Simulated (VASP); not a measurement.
Fe:

```xyz
1
Lattice="-1.3935 1.3935 1.3935 1.3935 -1.3935 1.3935 1.3935 1.3935 -1.3935" Properties=species:S:1:pos:R:3 pbc="T T T"
Fe    0.0000    0.0000    0.0000
```

Base run:

| Quantity | Value |
| --- | --- |
| Program | VASP 6.6.1 |
| Functional | PBE |
| Potentials or basis | VASP PAW PBE potentials, release 64 (Fe) |
| Cutoff | 520 eV |
| k mesh | 13 × 13 × 13 |
| Occupations | fermi-dirac, width 0.05 eV |
| Spin | collinear spin, ferromagnetic start |
| Starting moments | [2.2] μB |

Its results: pressure 9.4 GPa; net moment 2.07 μB per cell; site moments Fe +2.06 μB.

**Question.** The run is repeated on the same cell with these changes: functional from PBE to PBEsol. What comes out?

**Answer.** Pressure -0.7 GPa; net moment 2.07 μB per cell; site moments Fe +2.06 μB.

PBEsol binds more tightly than PBE, so the same cell stands under less pressure.

Caveats: the PAW data sets were made with another functional, which shifts forces and pressure a little (some runs).
